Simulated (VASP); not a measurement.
Here is a VASP 6.6.1 calculation.

File INCAR:

```
PREC = Accurate ; ENCUT = 520
EDIFF = 1E-7 ; ISMEAR = 0
SIGMA = 0.1 ; LREAL = F
LASPH = T ; NELM = 120
ALGO = Normal ; ISIF = 2
LWAVE = F ; LCHARG = F
LDIPOL = T ; IDIPOL = 3
DIPOL = 0.5 0.5 0.316 ; GGA = PE
IBRION = 2 ; NSW = 36
EDIFFG = -0.025 ; GGA_COMPAT = F
NELMIN = 4 ; NELMDL = -8
KPAR = 4
```

Contents of KPOINTS:

```
Automatic mesh
0
Gamma
  5 5 1
```

File POSCAR:

```
Cu12Cl
1.0
    5.1319544654      0.0000000000      0.0000000000
    0.0000000000      5.1319544654      0.0000000000
    0.0000000000      0.0000000000     19.0279314150
Cu Cl
12 1
Selective dynamics
Direct
    0.2500000000      0.2500000000      0.2102172807  F F F
    0.2500000000      0.7500000000      0.2102172807  F F F
    0.7500000000      0.2500000000      0.2102172807  F F F
    0.7500000000      0.7500000000      0.2102172807  F F F
    0.0000000000      0.0000000000      0.3029241254  F F F
    0.0000000000      0.5000000000      0.3029241254  F F F
    0.5000000000      0.0000000000      0.3029241254  F F F
    0.5000000000      0.5000000000      0.3029241254  F F F
    0.2500000000      0.2500000000      0.3956253179  F F F
    0.2500000000      0.7500000000      0.3956253179  F F F
    0.7500000000      0.2500000000      0.3956253179  F F F
    0.7500000000      0.7500000000      0.3956253179  F F F
    0.5000000000      0.5000000000      0.4740646886  F F T
```

Potentials or basis: VASP PAW PBE potentials, release 64 (Cu, Cl).

Launch:

```bash
$ cat potpaw_PBE.64/Cu/POTCAR potpaw_PBE.64/Cl/POTCAR > POTCAR
$ mpirun -np 4 vasp_std > vasp.out
```

Question: Estimate the energy gained by relaxing.

Answer: 11.1 meV/atom.

Question: What does it give for the band gap on the k mesh?

Answer: Zero (an odd number of electrons rules out a gap without spin polarisation).

Step by step:
```tsv
step	energy change (eV)	largest force on free atoms (eV/Å)	pressure (GPa)
1	0.0000	1.3257	-0.01
2	-0.0712	0.9084	-0.19
3	-0.1437	0.0628	-0.57
4	-0.1441	0.0083	-0.55
```

With open d or f shells a metallic result of PBE can be an artefact of self-interaction; +U or a hybrid may open a gap.
